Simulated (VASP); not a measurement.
## Zr2BiN2: relaxation of cell and atoms with PBE

Zr2BiN2:

```
Zr Bi N
1.0
     4.51212    0.00000    0.00000
    -2.25606    3.90761    0.00000
     0.00000    0.00000    5.87431
Zr Bi N
2 1 2
Direct
  0.66667 0.33333 0.00000
  0.00000 0.00000 0.00000
  0.00000 0.00000 0.50000
  0.33333 0.66667 0.11090
  0.33333 0.66667 0.88910
```

The cell was generated, and may not be a known phase.

- Program: VASP 6.6.1
- Task: relaxation of cell and atoms
- Functional: PBE
- Potentials or basis: VASP PAW PBE potentials, release 64 (Zr_sv, Bi_d, N)
- Cutoff: 600 eV
- k mesh: 6 × 6 × 4
- Occupations: gaussian, width 0.1 eV
- Spin: no spin polarisation
- Dipole correction: no
- Further INCAR settings: ALGO = Normal; EDIFF = 1e-06; IBRION = 2; EDIFFG = -0.04; NSW = 90; ISIF = 3

| Property | Result |
| --- | --- |
| Relaxed volume | 20.72 Å³/atom |
| Relaxed cell | a = 4.511 Å, b = 4.511 Å, c = 5.878 Å, α = 90.00°, β = 90.00°, γ = 120.00° |
| Space group after relaxing (to 0.1 Å) | P-6m2 (No. 187) |
| Energy gained by relaxing | 0.1 meV/atom |
| Ionic steps | 3 |
| Pressure after relaxing | -0.1 GPa |
| Largest force after relaxing | 0.010 eV/Å |
| Band gap on the k mesh | zero (an odd number of electrons rules out a gap without spin polarisation) |

Forces in eV/Å, atoms in the order of the input:
```
Zr   0.000  0.000  0.000
Zr   0.000  0.000  0.000
Bi   0.000  0.000  0.000
N    0.000  0.000 -0.010
N    0.000  0.000  0.010
```

Stress tensor (GPa, compression positive):
```
-0.19  0.00  0.00
 0.00 -0.19  0.00
 0.00  0.00 -0.05
```

Step by step:
| step | energy change (eV) | largest force (eV/Å) | pressure (GPa) | volume (Å³) |
| --- | --- | --- | --- | --- |
| 1 | 0.0000 | 0.1341 | 0.02 | 103.57 |
| 2 | 0.0013 | 0.3118 | -0.50 | 103.62 |
| 3 | -0.0004 | 0.0099 | -0.14 | 103.59 |

Final structure:
```yaml
crystal:
  lattice:
    - [4.51104, 0.00000, 0.00000]
    - [-2.25552, 3.90667, 0.00000]
    - [0.00000, 0.00000, 5.87797]
  atoms:
    - { symbol: Zr, position: [0.66667, 0.33333, 0.00000] }
    - { symbol: Zr, position: [0.00000, 0.00000, 0.00000] }
    - { symbol: Bi, position: [0.00000, 0.00000, 0.50000] }
    - { symbol: N, position: [0.33333, 0.66667, 0.11125] }
    - { symbol: N, position: [0.33333, 0.66667, 0.88875] }
```

Levels at points of the mesh, in eV from the Fermi level:
```csv
k point,band 22,band 23,band 24,band 25,band 26,band 27,band 28,band 29
"(0.00, 0.00, 0.00)",-0.89,-0.65,-0.65,-0.42,0.51,0.51,1.24,1.64
"(0.50, 0.00, 0.00)",-2.04,-1.34,-0.48,-0.12,0.61,1.27,1.53,2.36
"(0.00, 0.00, 0.50)",-1.48,-0.86,-0.86,-0.38,1.24,1.24,2.29,2.35
"(0.50, 0.00, 0.50)",-2.44,-1.52,-0.38,-0.11,0.96,1.09,1.28,1.63
```

Wall time 69 s on 1 thread of AMD EPYC 9R45 96-Core Processor (Zen 5), on a shared host, peak memory 0.25 GiB.

Caveat: spin-orbit coupling is left out, which moves the levels of the heavy elements.
